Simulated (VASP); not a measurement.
# Cu (Cmcm) in VASP: settings compared

The runs below take Cu through relaxation of cell and atoms, single point, with LDA, PBEsol.

Everything below comes from runs of VASP 6.6.1. Logs are shortened: lines on timing, memory, paths and dates and some standing lists are left out, and cuts for length are marked.

## 1. The cell of the first run

It takes space group Cmcm (No. 63, orthorhombic). The conventional cell has a = 2.437 Å, b = 7.953 Å, c = 2.475 Å, α = 90.00°, β = 90.00°, γ = 90.00°. Cu (site symmetry m2m) has 10 Cu at 2.44 to 2.54 Å within 3.2 Å.

## 2. Relaxation of cell and atoms, LDA

The input, INCAR:

```
SYSTEM = Cu
PREC = Accurate ; ENCUT = 600
EDIFF = 1E-6 ; ISMEAR = -1
SIGMA = 0.05 ; LREAL = .FALSE.
LASPH = .TRUE. ; NELM = 60
ALGO = Normal ; ISIF = 3
LWAVE = .FALSE. ; LCHARG = .FALSE.
GGA = CA ; IBRION = 2
NSW = 60 ; EDIFFG = -0.01
```

The input, KPOINTS:

```
regular mesh
0
G
  11 11 11
  0 0 0
```

The input, POSCAR:

```
Cu
1.0
    1.2184636900     -3.9763780104      0.0000000000
    1.2184636900      3.9763780104      0.0000000000
    0.0000000000      0.0000000000      2.4754955235
Cu
2
Direct
    0.8661333500      0.1338666500      0.7500000000
    0.1338666500      0.8661333500      0.2500000000
```

Potentials or basis: VASP PAW LDA potentials, release 64 (Cu).

Command:

```bash
$ cat potpaw_LDA.64/Cu/POTCAR > POTCAR
$ mpirun -np 1 vasp_std > vasp.out
```

OUTCAR:

```text
SYSTEM = Cu
   PREC = Accurate
   ENCUT = 600
   EDIFF = 1E-6
   ISMEAR = -1
   LREAL = .FALSE.
   LASPH = .TRUE.
   NELM = 60
   ISIF = 3
   GGA = CA
   IBRION = 2
   NSW = 60
   EDIFFG = -0.01

 ion  position               nearest neighbor table
   1  0.866  0.134  0.750-   2 2.46   2 2.46   2 2.54   2 2.54   2 2.54   2 2.54
   2  0.134  0.866  0.250-   1 2.46   1 2.46   1 2.54   1 2.54   1 2.54   1 2.54

  LATTYP: Found a base centered orthorhombic cell.
 ALAT       =     2.4369273800
 B/A-ratio  =     3.2634357864
 C/A-ratio  =     1.0158265461

  Lattice vectors:

 A1 = (   1.2184636900,  -3.9763780104,   0.0000000000)
 A2 = (   1.2184636900,   3.9763780104,   0.0000000000)
 A3 = (   0.0000000000,   0.0000000000,   2.4754955235)

Analysis of symmetry for initial positions (statically):
=====================================================================
 Subroutine PRICEL returns:
 Original cell was already a primitive cell.

 Routine SETGRP: Setting up the symmetry group for a
 base centered orthorhombic supercell.

 Subroutine GETGRP returns: Found  8 space group operations
 (whereof  4 operations were pure point group operations)
 out of a pool of  8 trial point group operations.

The static configuration has the point symmetry C_2h.
 The point group associated with its full space group is D_2h.

Analysis of symmetry for dynamics (positions and initial velocities):
=====================================================================
 Subroutine PRICEL returns:
 Original cell was already a primitive cell.

 Routine SETGRP: Setting up the symmetry group for a
 base centered orthorhombic supercell.

 Subroutine GETGRP returns: Found  8 space group operations
 (whereof  4 operations were pure point group operations)
 out of a pool of  8 trial point group operations.

The dynamic configuration has the point symmetry C_2h.
 The point group associated with its full space group is D_2h.

 Subroutine INISYM returns: Found  8 space group operations
 (whereof  4 operations are pure point group operations),
 and found     1 'primitive' translations

----------------------------------------------------------------------------------------

                                     Primitive cell

  volume of cell :      23.9879

  direct lattice vectors                    reciprocal lattice vectors
     1.218463690 -3.976378010  0.000000000     0.410352811 -0.125742572  0.000000000
     1.218463690  3.976378010  0.000000000     0.410352811  0.125742572  0.000000000
     0.000000000  0.000000000  2.475495523     0.000000000  0.000000000  0.403959527

  length of vectors
     4.158874348  4.158874348  2.475495523     0.429186001  0.429186001  0.403959527

[... 105 lines left out ...]
   GGA     = CA    functional components
   LHFCALC =     F    Hartree Fock is set to
   AEXX    =    0.0000 exact exchange contribution
   IVDW    =     0    specifies the selected vdW correction
   LEPSILON=     F    determine dielectric tensor
   LRPA    =     F    only Hartree local field effects (RPA)
 conjugate gradient relaxation of ions
 non-spin polarized calculation
  energy-cutoff  :      600.00
  volume of cell :       23.99
 maximum number of plane-waves:       813
 NGX is ok and might be reduce to    36
   NGX = 17   NGY = 17   NGZ =  9

--------------------------------------- Ionic step        1  -------------------------------------------

 number of electron      22.0000013 magnetization

 Free energy of the ion-electron system (eV)
  ---------------------------------------------------
  ext. energy  EPLUGINS =         0.00000000
  ---------------------------------------------------
  free energy    TOTEN  =        -9.07795762 eV

  energy without entropy =       -9.07362305  energy(sigma->0) =       -9.07579034

------------------------ aborting loop because EDIFF is reached ----------------------------------------

  FORCE on cell =-STRESS in cart. coord.  units (eV):
  Direction    XX          YY          ZZ          XY          YZ          ZX
  --------------------------------------------------------------------------------------
  -------------------------------------------------------------------------------------
  Total       -0.9045454     -1.1035072     -0.9445542      0.0000000      0.0000000      0.0000000
  in kB      -60.4155269    -73.7043931    -63.0877529      0.0000000      0.0000000      0.0000000
  external PRESSURE =     -65.7358910 kB  Pullay stress =       0.0000000 kB
[... 167 lines left out ...]
--------------------------------------- Ionic step        6  -------------------------------------------

 number of electron      22.0000007 magnetization

 Free energy of the ion-electron system (eV)
  ---------------------------------------------------
  ext. energy  EPLUGINS =         0.00000000
  ---------------------------------------------------
  free energy    TOTEN  =        -9.10154982 eV

  energy without entropy =       -9.09768834  energy(sigma->0) =       -9.09961908

 E-fermi :   7.7290     XC(G=0): -13.2343

 val. band max:        7.7106285230   @ k =  -0.3636   0.3636   0.3636
 cond. band min:       7.7667323345   @ k =   0.4545   0.0909   0.1818
 fundamental gap:      0.0561038116
 Fermi energy:         7.7289703458

 k-point     1 :       0.0000    0.0000    0.0000
  band No.  band energies     occupation
      1      -1.8644      2.00000
      2       2.4611      2.00000
      3       3.2446      2.00000
      4       3.7541      2.00000
      5       4.4811      2.00000
      6       4.8205      2.00000
      7       5.2540      2.00000
      8       5.5787      2.00000
      9       5.7918      2.00000
     10       5.9423      2.00000
     11       6.2131      2.00000
     12       7.6415      1.70363
     13      12.8349      0.00000
     14      22.6326      0.00000
[... 401 lines left out ...]
      2       2.3691      2.00000
      3       3.1637      2.00000
      4       3.8119      2.00000
      5       4.5991      2.00000
      6       4.6887      2.00000
      7       5.0545      2.00000
      8       5.7517      2.00000
      9       5.8086      2.00000
     10       5.9832      2.00000
     11       6.0506      2.00000
     12       6.2850      2.00000
     13      15.0090      0.00000
     14      23.1244      0.00000
     15      25.0157      0.00000

 [... further k-points ...]

------------------------ aborting loop because EDIFF is reached ----------------------------------------

  FORCE on cell =-STRESS in cart. coord.  units (eV):
  Direction    XX          YY          ZZ          XY          YZ          ZX
  --------------------------------------------------------------------------------------
  -------------------------------------------------------------------------------------
  Total       -0.0007441     -0.0160531     -0.0024996      0.0000000      0.0000000      0.0000000
  in kB       -0.0519632     -1.1209845     -0.1745481      0.0000000      0.0000000      0.0000000
  external PRESSURE =      -0.4491652 kB  Pullay stress =       0.0000000 kB
[... 17 lines left out ...]
  FREE ENERGIE OF THE ION-ELECTRON SYSTEM (eV)
  ---------------------------------------------------
  free  energy   TOTEN  =        -9.1015498151 eV

  energy  without entropy=       -9.0976883447  energy(sigma->0) =       -9.09961908

 reached required accuracy - stopping structural energy minimisation
```

OSZICAR:

```text
N       E                     dE             d eps       ncg     rms          rms(c)
DAV:   1     0.126538538634E+03    0.12654E+03   -0.11716E+04  6711   0.294E+03
DAV:   2    -0.607469031211E+01   -0.13261E+03   -0.12818E+03  6480   0.334E+02
[... 42 lines left out ...]
   5 F= -.91015233E+01 E0= -.90995864E+01  d E =-.197056E-03
       N       E                     dE             d eps       ncg     rms          rms(c)
DAV:   1    -0.910173022887E+01   -0.20729E-03   -0.12372E-02  7510   0.109E+00    0.936E-02
DAV:   2    -0.910161530796E+01    0.11492E-03   -0.34605E-04  9418   0.416E-01    0.543E-02
DAV:   3    -0.910156164239E+01    0.53666E-04   -0.80950E-05  9475   0.259E-01    0.252E-02
DAV:   4    -0.910154972715E+01    0.11915E-04   -0.26367E-05 10097   0.140E-01    0.247E-03
DAV:   5    -0.910154981508E+01   -0.87926E-07   -0.93129E-07  3747   0.134E-02
   6 F= -.91015498E+01 E0= -.90996191E+01  d E =-.223567E-03
```

Run time: 9.6 min. Hardware: 1 thread of AMD EPYC 7R13, shared host; peak memory 0.19 GiB.

Results:

```
Free energy                           : -9.1015 eV
Relaxed volume                        : 11.47 Å³/atom
Relaxed cell                          : a = 4.084 Å, b = 4.084 Å, c = 2.447 Å, α = 90.00°, β = 90.00°, γ = 145.79°
Space group after relaxing (to 0.1 Å) : Cmcm (No. 63)
Energy gained by relaxing             : 11.8 meV/atom
Ionic steps                           : 6
Pressure after relaxing               : 0.0 GPa
Largest force after relaxing          : 0.006 eV/Å
Band gap on the k mesh                : zero (bands 11 and 12 overlap by 5.56 eV)
```

Forces in eV/Å, atoms in the order of the input:
```
Cu   0.000  0.006  0.000
Cu   0.000 -0.006  0.000
```

Step by step:
```csv
step,energy change (eV),largest force (eV/Å),pressure (GPa),volume (Å³)
1,0.0000,0.0383,-6.57,23.99
2,-0.0140,0.0835,4.98,22.32
3,-0.0234,0.0335,0.13,22.93
4,-0.0234,0.0319,-0.05,22.95
5,-0.0236,0.0069,-0.05,22.95
6,-0.0236,0.0063,-0.04,22.94
```

Final structure:
```
Cu
1.0
     1.20128   -3.90336    0.00000
     1.20128    3.90336    0.00000
     0.00000    0.00000    2.44658
Cu
2
Direct
  0.86627 0.13373 0.75000
  0.13373 0.86627 0.25000
```

## 3. Relaxation of cell and atoms, PBEsol, target pressure 20 GPa, at which the enthalpy is minimised

The input, INCAR:

```
SYSTEM = Cu
  ALGO = Normal
  EDIFF = 1E-7
  EDIFFG = -0.02
  ENCUT = 600
  GGA = PS
  IBRION = 2
  ISIF = 3
  ISMEAR = -1
  LASPH = .TRUE.
  LCHARG = .FALSE.
  LREAL = .FALSE.
  LWAVE = .FALSE.
  NELM = 100
  NSW = 80
  PREC = Accurate
  PSTRESS = 200.0
  SIGMA = 0.05
```

The input, KPOINTS:

```
k-points
0
G
  11 11 11
  0 0 0
```

POSCAR is that of step 2.

Potentials or basis: VASP PAW PBE potentials, release 64 (Cu).

Command:

```bash
$ cat potpaw_PBE.64/Cu/POTCAR > POTCAR
$ mpirun -np 1 vasp_std > vasp.out
```

It took 3.4 min on 1 thread of Intel Xeon 6975P-C (Granite Rapids), shared host; peak memory 0.24 GiB.

It converged, with:

* Free energy: -8.1745 eV
* Relaxed volume: 10.74 Å³/atom
* Relaxed cell: a = 4.005 Å, b = 4.005 Å, c = 2.396 Å, α = 90.00°, β = 90.00°, γ = 146.01°
* Space group after relaxing (to 0.1 Å): Cmcm (No. 63)
* Energy change on relaxing (the run minimises the enthalpy): +66.1 meV/atom
* Ionic steps: 9
* Pressure after relaxing: 20.0 GPa
* Band gap on the k mesh: zero (bands 11 and 12 overlap by 5.73 eV)

Stress tensor (GPa, compression positive):
```
19.94  0.00  0.00
 0.00 20.10  0.00
 0.00  0.00 19.95
```

The path:
```tsv
step	energy change (eV)	largest force (eV/Å)	pressure (GPa)	volume (Å³)
1	0.0000	0.0008	-0.78	23.99
2	0.7301	0.4327	60.33	18.98
3	0.1238	0.1572	19.30	21.57
4	0.1303	0.1614	19.89	21.52
5	0.1363	0.1654	20.44	21.47
6	0.1376	0.0056	20.54	21.45
7	0.1377	0.0029	20.51	21.44
8	0.1259	0.0008	19.42	21.54
9	0.1321	0.0012	20.00	21.49
```

Final structure:
```
CELL_PARAMETERS angstrom
1.17079 -3.83020 0.00000
1.17079 3.83020 0.00000
0.00000 0.00000 2.39594
ATOMIC_POSITIONS crystal
Cu 0.86709 0.13291 0.75000
Cu 0.13291 0.86709 0.25000
```

Levels at points of the mesh, in eV from the Fermi level:
| k point | band 7 | band 8 | band 9 | band 10 | band 11 | band 12 | band 13 | band 14 | band 15 |
| --- | --- | --- | --- | --- | --- | --- | --- | --- | --- |
| (0.00, 0.00, 0.00) | -2.52 | -2.20 | -1.95 | -1.80 | -1.50 | -0.33 | 5.47 | 15.50 | 19.95 |

Caveat: the cell is relaxed towards a set pressure, so the run minimises the enthalpy, not the energy; the PAW data sets were made with another functional, which shifts forces and pressure a little.

## 4. Relaxation of cell and atoms, PBEsol, target pressure 30 GPa, at which the enthalpy is minimised

The input, INCAR:

```
PREC = Accurate ; ENCUT = 600
EDIFF = 1E-6 ; ISMEAR = -1
SIGMA = 0.05 ; LREAL = False
LASPH = True ; NELM = 60
ALGO = Normal ; ISIF = 3
LWAVE = False ; LCHARG = False
GGA = PS ; IBRION = 2
NSW = 80 ; EDIFFG = -0.02
PSTRESS = 300.0
```

The input, KPOINTS:

```
regular mesh
0
Gamma
  11 11 11
```

POSCAR is that of step 3.

Potentials or basis: VASP PAW PBE potentials, release 64 (Cu).

Command:

```bash
$ cat potpaw_PBE.64/Cu/POTCAR > POTCAR
$ mpirun -np 1 vasp_std > vasp.out
```

OUTCAR:

```text
PREC = Accurate
   ENCUT = 600
   EDIFF = 1E-6
   ISMEAR = -1
   LREAL = False
   LASPH = True
   NELM = 60
   ISIF = 3
   GGA = PS
   IBRION = 2
   NSW = 80
   EDIFFG = -0.02
   PSTRESS = 300.0

 ion  position               nearest neighbor table
   1  0.866  0.134  0.750-   2 2.46   2 2.46   2 2.54   2 2.54   2 2.54   2 2.54
   2  0.134  0.866  0.250-   1 2.46   1 2.46   1 2.54   1 2.54   1 2.54   1 2.54

  LATTYP: Found a base centered orthorhombic cell.
 ALAT       =     2.4369273800
 B/A-ratio  =     3.2634357864
 C/A-ratio  =     1.0158265461

  Lattice vectors:

 A1 = (   1.2184636900,  -3.9763780104,   0.0000000000)
 A2 = (   1.2184636900,   3.9763780104,   0.0000000000)
 A3 = (   0.0000000000,   0.0000000000,   2.4754955235)

Analysis of symmetry for initial positions (statically):
=====================================================================
 Subroutine PRICEL returns:
 Original cell was already a primitive cell.

 Routine SETGRP: Setting up the symmetry group for a
 base centered orthorhombic supercell.

 Subroutine GETGRP returns: Found  8 space group operations
 (whereof  4 operations were pure point group operations)
 out of a pool of  8 trial point group operations.

The static configuration has the point symmetry C_2h.
 The point group associated with its full space group is D_2h.

Analysis of symmetry for dynamics (positions and initial velocities):
[... 171 lines left out ...]
  external PRESSURE =    -307.8483400 kB  Pullay stress =     300.0000000 kB
[... 25 lines left out ...]
--------------------------------------- Ionic step        2  -------------------------------------------

 number of electron      22.0000005 magnetization

 E-fermi :  12.5256     XC(G=0): -14.9735

 val. band max:       12.5243958201   @ k =  -0.0909   0.0909   0.0909
 cond. band min:      12.5458617391   @ k =   0.3636   0.3636   0.2727
 fundamental gap:      0.0214659190
 Fermi energy:        12.5255815322

 k-point     1 :       0.0000    0.0000    0.0000
  band No.  band energies     occupation
      1       0.1681      2.00000
      2       4.9308      2.00000
      3       6.1111      2.00000
      4       6.9234      2.00000
      5       8.0620      2.00000
      6       8.5664      2.00000
      7       9.2526      2.00000
      8       9.7732      2.00000
      9      10.1344      2.00000
     10      10.3764      2.00000
     11      10.8134      2.00000
     12      11.6534      2.00000
     13      19.6649      0.00000
     14      30.5083      0.00000
[... 680 lines left out ...]
--------------------------------------- Ionic step        9  -------------------------------------------

 number of electron      21.9999996 magnetization

 Free energy of the ion-electron system (eV)
  ---------------------------------------------------
  ext. energy  EPLUGINS =         0.00000000
  ---------------------------------------------------
  free energy    TOTEN  =        -8.05123500 eV

  energy without entropy =       -8.04806662  energy(sigma->0) =       -8.04965081

 E-fermi :   9.1668     XC(G=0): -13.6660

 val. band max:        9.1578280150   @ k =   0.4545   0.1818   0.0000
 cond. band min:       9.2378381426   @ k =  -0.0909   0.0909   0.0909
 fundamental gap:      0.0800101275
 Fermi energy:         9.1667822387

 k-point     1 :       0.0000    0.0000    0.0000
  band No.  band energies     occupation
      1      -1.2803      2.00000
      2       3.2750      2.00000
      3       4.1982      2.00000
      4       4.7441      2.00000
      5       5.6237      2.00000
      6       6.0134      2.00000
      7       6.5730      2.00000
      8       6.8971      2.00000
      9       7.1790      2.00000
     10       7.3269      2.00000
     11       7.6446      2.00000
     12       8.7334      1.99966
     13      14.8567      0.00000
     14      25.0085      0.00000
[... 448 lines left out ...]
  energy  without entropy=       -8.0480666164  energy(sigma->0) =       -8.04965081

  enthalpy is  TOTEN    =        -4.1767390925 eV   P V=        3.8744959115

 reached required accuracy - stopping structural energy minimisation
```

OSZICAR:

```text
N       E                     dE             d eps       ncg     rms          rms(c)
DAV:   1     0.126306589708E+03    0.12631E+03   -0.11753E+04  6695   0.289E+03
DAV:   2    -0.570969284983E+01   -0.13202E+03   -0.12756E+03  6480   0.334E+02
DAV:   3    -0.103483872767E+02   -0.46387E+01   -0.45004E+01  7842   0.974E+01
[... 71 lines left out ...]
DAV:   1    -0.805348535912E+01    0.63611E-02   -0.32219E-02  6529   0.485E+00    0.388E-01
DAV:   2    -0.805180323787E+01    0.16821E-02   -0.13980E-02  6795   0.351E+00    0.124E-01
DAV:   3    -0.805130468306E+01    0.49855E-03   -0.19379E-03  6907   0.130E+00    0.577E-02
DAV:   4    -0.805123533352E+01    0.69350E-04   -0.34432E-05 10182   0.143E-01    0.244E-03
DAV:   5    -0.805123500395E+01    0.32957E-06   -0.14635E-06  4754   0.237E-02
   9 F= -.41767391E+01 E0= -.41751549E+01  d E =-.902886E-04
```

CONTCAR:

```text
Cu
   1.00000000000000
     1.1547634466470589   -3.7856151885812710   -0.0000000000000000
     1.1547634466470589    3.7856151885812710    0.0000000000000000
     0.0000000000000000   -0.0000000000000000    2.3667099980682851
  Cu
     2
Direct
     0.8673619681358131    0.1326380318641868    0.7500000000000000
     0.1326380318641868    0.8673619681358131    0.2500000000000000

  0.00000000E+00  0.00000000E+00  0.00000000E+00
  0.00000000E+00  0.00000000E+00  0.00000000E+00
```

It took 3.1 min on 1 thread of Intel Xeon 6975P-C (Granite Rapids), shared host; peak memory 0.24 GiB.

What came out:

| Item | Value |
| --- | --- |
| Free energy | -8.0512 eV |
| Relaxed volume | 10.35 Å³/atom |
| Relaxed cell | a = 3.958 Å, b = 3.958 Å, c = 2.367 Å, α = 90.00°, β = 90.00°, γ = 146.07° |
| Space group after relaxing (to 0.1 Å) | Cmcm (No. 63) |
| Energy change on relaxing (the run minimises the enthalpy) | +127.7 meV/atom |
| Ionic steps | 9 |
| Pressure after relaxing | 30.0 GPa |
| Band gap on the k mesh | zero (bands 11 and 12 overlap by 5.85 eV) |

Step by step:
| step | energy change (eV) | largest force (eV/Å) | pressure (GPa) | volume (Å³) |
| --- | --- | --- | --- | --- |
| 1 | 0.0000 | 0.0009 | -0.78 | 23.99 |
| 2 | 1.9163 | 0.8153 | 123.59 | 16.84 |
| 3 | 0.2254 | 0.2199 | 27.56 | 20.87 |
| 4 | 0.2496 | 0.2332 | 29.58 | 20.74 |
| 5 | 0.2612 | 0.2392 | 30.47 | 20.68 |
| 6 | 0.2641 | 0.0251 | 30.57 | 20.65 |
| 7 | 0.2635 | 0.0022 | 30.53 | 20.65 |
| 8 | 0.2467 | 0.0031 | 29.28 | 20.74 |
| 9 | 0.2553 | 0.0001 | 30.02 | 20.69 |

Final structure:
```
CELL_PARAMETERS angstrom
1.15476 -3.78562 0.00000
1.15476 3.78562 0.00000
0.00000 0.00000 2.36671
ATOMIC_POSITIONS crystal
Cu 0.86736 0.13264 0.75000
Cu 0.13264 0.86736 0.25000
```

Caveat: the cell is relaxed towards a set pressure, so the run minimises the enthalpy, not the energy; the PAW data sets were made with another functional, which shifts forces and pressure a little.

[end of part 1 of 2]

The gap in the log of VASP goes by the Fermi energy; the results here count the filled bands.